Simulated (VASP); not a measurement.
# SnSe in VASP: further runs

SnSe is run at these levels: PBEsol; tasks: single point.

Everything below comes from runs of VASP 6.6.1. Logs are shortened: lines on timing, memory, paths and dates and some standing lists are left out, and cuts for length are marked.

**1. The cell of the first run**

The cell holds a slab with vacuum, 4 atoms: a = 4.285 Å, b = 4.285 Å, c = 10.991 Å, α = 90.00°, β = 90.00°, γ = 90.00°.

**2. Single point, PBEsol**

INCAR

```
SYSTEM = SnSe
PREC = Accurate
ENCUT = 500
EDIFF = 1E-6
ISMEAR = 0
SIGMA = 0.01
LREAL = .FALSE.
LASPH = .TRUE.
NELM = 120
ALGO = Normal
ISIF = 2
LWAVE = .FALSE.
LCHARG = .FALSE.
GGA = PS
NBANDS = 28
GGA_COMPAT = .FALSE.
```

KPOINTS

```
regular mesh
0
G
  4 4 2
  0 0 0
```

POSCAR

```
SnSe
1.0
    4.2853270000      0.0000000000      0.0000000000
    0.0000000000      4.2853270000      0.0000000000
    0.0000000000      0.0000000000     10.9906920000
Sn Se
2 2
Direct
    0.5000000000      0.0000000000      0.3722290000
    1.0000000000      0.5000000000      0.6277710000
    0.5000000000      0.0000000000      0.6160390000
    1.0000000000      0.5000000000      0.3839610000
```

Potentials or basis: VASP PAW PBE potentials, release 64 (Sn_d, Se).

Run with:

```sh
cat potpaw_PBE.64/Sn_d/POTCAR potpaw_PBE.64/Se/POTCAR > POTCAR
mpirun -np 1 vasp_std > vasp.out
```

OUTCAR:

```text
SYSTEM = SnSe
   PREC = Accurate
   ENCUT = 500
   EDIFF = 1E-6
   ISMEAR = 0
   LREAL = .FALSE.
   LASPH = .TRUE.
   NELM = 120
   ISIF = 2
   GGA = PS

 ion  position               nearest neighbor table
   1  0.500  0.000  0.372-   3 2.68   4 3.03   4 3.03   4 3.03   4 3.03
   2  0.000  0.500  0.628-   4 2.68   3 3.03   3 3.03   3 3.03   3 3.03
   3  0.500  0.000  0.616-   1 2.68   2 3.03   2 3.03   2 3.03   2 3.03
   4  0.000  0.500  0.384-   2 2.68   1 3.03   1 3.03   1 3.03   1 3.03

  LATTYP: Found a simple tetragonal cell.
 ALAT       =     4.2853270000
 C/A-ratio  =     2.5647265658

  Lattice vectors:

 A1 = (   4.2853270000,   0.0000000000,   0.0000000000)
 A2 = (   0.0000000000,   4.2853270000,   0.0000000000)
 A3 = (   0.0000000000,   0.0000000000,  10.9906920000)

Analysis of symmetry for initial positions (statically):
=====================================================================
 Subroutine PRICEL returns:
 Original cell was already a primitive cell.

 Routine SETGRP: Setting up the symmetry group for a
 simple tetragonal supercell.

 Subroutine GETGRP returns: Found 16 space group operations
 (whereof  8 operations were pure point group operations)
 out of a pool of 16 trial point group operations.

The static configuration has the point symmetry D_2d.
 The point group associated with its full space group is D_4h.

Analysis of symmetry for dynamics (positions and initial velocities):
=====================================================================
 Subroutine PRICEL returns:
 Original cell was already a primitive cell.

 Routine SETGRP: Setting up the symmetry group for a
 simple tetragonal supercell.

 Subroutine GETGRP returns: Found 16 space group operations
 (whereof  8 operations were pure point group operations)
 out of a pool of 16 trial point group operations.

The dynamic configuration has the point symmetry D_2d.
 The point group associated with its full space group is D_4h.

 Subroutine INISYM returns: Found 16 space group operations
 (whereof  8 operations are pure point group operations),
 and found     1 'primitive' translations

----------------------------------------------------------------------------------------

                                     Primitive cell

  volume of cell :     201.8334

  direct lattice vectors                    reciprocal lattice vectors
     4.285327000  0.000000000  0.000000000     0.233354421  0.000000000  0.000000000
     0.000000000  4.285327000  0.000000000     0.000000000  0.233354421  0.000000000
     0.000000000  0.000000000 10.990692000     0.000000000  0.000000000  0.090986082

  length of vectors
     4.285327000  4.285327000 10.990692000     0.233354421  0.233354421  0.090986082

  position of ions in fractional coordinates (direct lattice)
     0.500000000  0.000000000  0.372229000
     0.000000000  0.500000000  0.627771000
     0.500000000  0.000000000  0.616039000
     0.000000000  0.500000000  0.383961000

  ion indices of the primitive-cell ions
   primitive index   ion index
                 1           1
                 2           2
                 3           3
                 4           4

----------------------------------------------------------------------------------------

 KPOINTS: regular mesh

Automatic generation of k-mesh.
 Grid dimensions read from file:
 generate k-points for:    4    4    2

 Generating k-lattice:

  Cartesian coordinates                     Fractional coordinates (reciprocal lattice)
     0.058338605  0.000000000  0.000000000     0.250000000  0.000000000  0.000000000
     0.000000000  0.058338605  0.000000000     0.000000000  0.250000000  0.000000000
     0.000000000  0.000000000  0.045493041     0.000000000  0.000000000  0.500000000

  Length of vectors
     0.058338605  0.058338605  0.045493041

  Shift w.r.t. Gamma in fractional coordinates (k-lattice)
     0.000000000  0.000000000  0.000000000

 Subroutine IBZKPT returns following result:
 ===========================================

 Found     12 irreducible k-points:

 Following reciprocal coordinates:
            Coordinates               Weight
  0.000000  0.000000  0.000000      1.000000
  0.250000  0.000000  0.000000      4.000000
  0.500000  0.000000  0.000000      2.000000
  0.250000  0.250000  0.000000      4.000000
  0.500000  0.250000  0.000000      4.000000
  0.500000  0.500000  0.000000      1.000000
  0.000000  0.000000  0.500000      1.000000
  0.250000  0.000000  0.500000      4.000000
  0.500000  0.000000  0.500000      2.000000
  0.250000  0.250000  0.500000      4.000000
  0.500000  0.250000  0.500000      4.000000
  0.500000  0.500000  0.500000      1.000000
   k-points           NKPTS =     12   k-points in BZ     NKDIM =     12   number of bands    NBANDS=     28
   number of dos      NEDOS =    301   number of ions     NIONS =      4
   total plane-waves  NPLWV =  81920
   dimension x,y,z NGX =    32 NGY =   32 NGZ =   80
   dimension x,y,z NGXF=    64 NGYF=   64 NGZF=  160
   ions per type =               2   2
   NGX,Y,Z   is equivalent  to a cutoff of  12.41, 12.41, 12.10 a.u.
   NGXF,Y,Z  is equivalent  to a cutoff of  24.83, 24.83, 24.20 a.u.
 SYSTEM =  SnSe
   PREC   = accura    normal or accurate (medium, high low for compatibility)
   ISTART =      0    job   : 0-new  1-cont  2-samecut
   ICHARG =      2    charge: 1-file 2-atom 10-const
   ISPIN  =      1    spin polarized calculation?
   LNONCOLLINEAR =      F non collinear calculations
   LSORBIT =      F    spin-orbit coupling
   LASPH  =      T    aspherical Exc in radial PAW
   ENCUT  =  500.0 eV  36.75 Ry    6.06 a.u.   7.81  7.81 20.04*2*pi/ulx,y,z
   NELM   =    120;   NELMIN=  2; NELMDL= -5     # of ELM steps
   EDIFF  = 0.1E-05   stopping-criterion for ELM
   LREAL  =      F    real-space projection
   EDIFFG = 0.1E-04   stopping-criterion for IOM
   NSW    =      0    number of steps for IOM
   IBRION =     -1    ionic relax: 0-MD 1-quasi-New 2-CG
   NFREE  =      0    steps in history (QN), initial steepest desc. (CG)
   ISIF   =      2    stress and relaxation
   ISYM   =      2    0-nonsym 1-usesym 2-fastsym
   POTIM  = 0.5000    time-step for ionic-motion
   TEBEG  =    0.0;   TEEND  =   0.0 temperature during run
   PSTRESS=    0.0 pullay stress
   NELECT =      40.0000    total number of electrons
   NUPDOWN=      -1.0000    fix difference up-down
   EMIN   =  10.00;   EMAX   =-10.00  energy-range for DOS
   EFERMI =   0.00;   METHOD = LEGACY
   ISMEAR =     0;   SIGMA  =   0.01  broadening in eV -4-tet -1-fermi 0-gaus
   EFERMI_NEDOS =   21; number of points for ismear=-14 and -15
   IALGO  =     38    algorithm
   IMIX   =      4    mixing-type and parameters
     AMIX     =   0.40;   BMIX     =  1.00
     AMIX_MAG =   1.60;   BMIX_MAG =  1.00
  volume/ion in A,a.u.               =      50.46       340.51
  Fermi-wavevector in a.u.,A,eV,Ry     =   0.954473  1.803693 12.395173  0.911020
  Thomas-Fermi vector in A             =   2.083223
   LORBIT       =      0    0 simple, 1 ext, 2 COOP (PROOUT), +10 PAW based schemes
   GGA     = PS    functional components
   LHFCALC =     F    Hartree Fock is set to
   AEXX    =    0.0000 exact exchange contribution
   IVDW    =     0    specifies the selected vdW correction
   LEPSILON=     F    determine dielectric tensor
   LRPA    =     F    only Hartree local field effects (RPA)
 non-spin polarized calculation
 Gauss-broadening in eV      SIGMA  =   0.01
  energy-cutoff  :      500.00
  volume of cell :      201.83
 maximum number of plane-waves:      5146
 NGX is ok and might be reduce to    32
   NGX = 15   NGY = 15   NGZ = 41

 number of electron      40.0000034 magnetization

 Free energy of the ion-electron system (eV)
  ---------------------------------------------------
  ext. energy  EPLUGINS =         0.00000000
  ---------------------------------------------------
  free energy    TOTEN  =       -17.61133748 eV

  energy without entropy =      -17.61133748  energy(sigma->0) =      -17.61133748

 E-fermi :   0.4724     XC(G=0):  -6.0899

 val. band max:        0.4217638648   @ k =   0.2500   0.2500   0.0000
 cond. band min:       2.0569671780   @ k =   0.0000   0.0000   0.5000
 fundamental gap:      1.6352033132
 Fermi energy:         0.4724452900

 k-point     1 :       0.0000    0.0000    0.0000
  band No.  band energies     occupation
      1     -20.4458      2.00000
      2     -20.4402      2.00000
      3     -20.4383      2.00000
      4     -20.4353      2.00000
      5     -20.4313      2.00000
      6     -20.4067      2.00000
[... 20 lines left out ...]
     27       6.2420      0.00000
     28       6.2662      0.00000

 k-point     2 :       0.2500    0.0000    0.0000
  band No.  band energies     occupation
      1     -20.4413      2.00000
      2     -20.4410      2.00000
      3     -20.4367      2.00000
      4     -20.4366      2.00000
      5     -20.4274      2.00000
      6     -20.4075      2.00000
[... 20 lines left out ...]
     27       5.6163      0.00000
     28       6.2978      0.00000

 k-point     3 :       0.5000    0.0000    0.0000
  band No.  band energies     occupation
      1     -20.4430      2.00000
      2     -20.4430      2.00000
      3     -20.4354      2.00000
      4     -20.4354      2.00000
      5     -20.4136      2.00000
      6     -20.4136      2.00000
[... 20 lines left out ...]
     27       6.3093      0.00000
     28       6.3093      0.00000

 k-point     4 :       0.2500    0.2500    0.0000
  band No.  band energies     occupation
      1     -20.4468      2.00000
      2     -20.4456      2.00000
      3     -20.4349      2.00000
      4     -20.4320      2.00000
      5     -20.4189      2.00000
      6     -20.4074      2.00000
[... 206 lines left out ...]
     27       6.2076      0.00000
     28       6.2928      0.00000

 k-point    11 :       0.5000    0.2500    0.5000
  band No.  band energies     occupation
      1     -20.4521      2.00000
      2     -20.4521      2.00000
      3     -20.4290      2.00000
      4     -20.4290      2.00000
      5     -20.4100      2.00000
      6     -20.4100      2.00000
[... 20 lines left out ...]
     27       6.2812      0.00000
     28       6.2812      0.00000

 k-point    12 :       0.5000    0.5000    0.5000
  band No.  band energies     occupation
      1     -20.4601      2.00000
      2     -20.4601      2.00000
      3     -20.4234      2.00000
      4     -20.4234      2.00000
      5     -20.4072      2.00000
      6     -20.4072      2.00000
[... 20 lines left out ...]
     27       7.0044      0.00000
     28       7.0044      0.00000

------------------------ aborting loop because EDIFF is reached ----------------------------------------

  FORCE on cell =-STRESS in cart. coord.  units (eV):
  Direction    XX          YY          ZZ          XY          YZ          ZX
  --------------------------------------------------------------------------------------
  -------------------------------------------------------------------------------------
  Total       -1.3396288     -1.3396288     -0.3866161      0.0000000      0.0000000      0.0000000
  in kB      -10.6341327    -10.6341327     -3.0690044      0.0000000      0.0000000      0.0000000
  external PRESSURE =      -8.1124233 kB  Pullay stress =       0.0000000 kB

 VOLUME and BASIS-vectors are now :
 -----------------------------------------------------------------------------
  energy-cutoff  :      500.00
  volume of cell :      201.83
      direct lattice vectors                 reciprocal lattice vectors
     4.285327000  0.000000000  0.000000000     0.233354421  0.000000000  0.000000000
     0.000000000  4.285327000  0.000000000     0.000000000  0.233354421  0.000000000
     0.000000000  0.000000000 10.990692000     0.000000000  0.000000000  0.090986082

 POSITION                                       TOTAL-FORCE (eV/Angst)
 -----------------------------------------------------------------------------------
      2.14266      0.00000      4.09105         0.000000      0.000000      0.141262
      0.00000      2.14266      6.89964         0.000000     -0.000000     -0.141262
      2.14266      0.00000      6.77069         0.000000      0.000000      0.013328
      0.00000      2.14266      4.22000         0.000000     -0.000000     -0.013328
 -----------------------------------------------------------------------------------
    total drift:                                0.000000      0.000000     -0.000000

  FREE ENERGIE OF THE ION-ELECTRON SYSTEM (eV)
  ---------------------------------------------------
  free  energy   TOTEN  =       -17.6113374844 eV

  energy  without entropy=      -17.6113374844  energy(sigma->0) =      -17.61133748
```

Wall time 52 s (1 thread of AMD EPYC 7R13 (Zen 3), shared host); peak memory 0.25 GiB.

What came out:

```
Free energy            : -17.6113 eV
Largest force          : 0.141 eV/Å
Band gap on the k mesh : 1.64 eV (least direct gap 1.68 eV)
```

Forces on the atoms (eV/Å):
```
Sn   0.000  0.000  0.141
Sn   0.000  0.000 -0.141
Se   0.000  0.000  0.013
Se   0.000  0.000 -0.013
```

Levels at points of the mesh, in eV from the valence-band top:
```tsv
k point	band 17	band 18	band 19	band 20	band 21	band 22	band 23	band 24
(0.00, 0.00, 0.00)	-2.89	-1.55	-1.55	-0.14	1.79	3.85	3.87	4.54
(0.50, 0.00, 0.00)	-1.38	-1.38	-0.11	-0.11	1.64	1.64	2.20	2.20
(0.50, 0.50, 0.00)	-3.07	-3.07	-1.54	-1.54	3.82	3.82	4.82	4.82
(0.00, 0.00, 0.50)	-2.89	-1.55	-1.55	-0.14	1.64	3.85	4.54	4.54
(0.50, 0.00, 0.50)	-1.38	-1.38	-0.11	-0.11	1.64	1.64	2.20	2.20
(0.50, 0.50, 0.50)	-3.07	-3.07	-1.53	-1.53	3.79	3.79	4.87	4.87
```

Caveat: the PAW data sets were made with another functional, which shifts forces and pressure a little; spin-orbit coupling is left out, which moves the levels of the heavy elements.

(Part 1 of 2 ends here.)
